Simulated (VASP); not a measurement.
Wanted: the native input for a VASP 6.6.1 run.

```yaml
Task: single point
Functional: PBEsol
Potentials_or_basis: VASP PAW PBE potentials, release 64 (Co)
Cutoff: 520 eV
k_mesh: 11 × 11 × 15
Occupations: fermi-dirac, width 0.1 eV
Spin: no spin polarisation
Dipole_correction: no
Further_INCAR_settings: ALGO = Normal; EDIFF = 1e-07; NBANDS = 20
```

The structure of Co lies in POSCAR:

```
Co
1.0
    3.8027908595      0.0000000000      0.0000000000
   -1.9013954298      3.2933134896      0.0000000000
    0.0000000000      0.0000000000      2.3292078296
Co
3
Direct
    0.0000000000      1.0000000000      0.0000000000
    0.3333333333      0.6666666667      0.5000000000
    0.6666666667      0.3333333333      0.5000000000
```

This isn't the form of Co at room conditions, which is hcp.

These files were run (other wordings do the same):

INCAR

```
SYSTEM = Co
  PREC = Accurate
  ENCUT = 520
  EDIFF = 1E-7
  ISMEAR = -1
  SIGMA = 0.1
  LREAL = .False.
  LASPH = .True.
  NELM = 100
  ALGO = Normal
  ISIF = 2
  LWAVE = .False.
  LCHARG = .True.
  GGA = PS
  LELF = .True.
  LVHAR = .True.
  NBANDS = 20
```

KPOINTS

```
regular mesh
0
Gamma
  11 11 15
  0 0 0
```

Potentials or basis: VASP PAW PBE potentials, release 64 (Co).

Launch:

```sh
$ cat potpaw_PBE.64/Co/POTCAR > POTCAR
$ mpirun -np 1 vasp_std > vasp.out
```

Results of the run:

* Pressure: 10.9 GPa
* Band gap on the k mesh: zero (an odd number of electrons rules out a gap without spin polarisation)

Caveat: the cell stands under pressure; the PAW data sets were made with another functional, which shifts forces and pressure a little; the run has no spin polarisation, though such a crystal can be magnetic.

It took 57 s on 1 thread of Intel(R) Xeon(R) 6975P-C (Granite Rapids), on a shared host, peak memory 0.18 GiB.
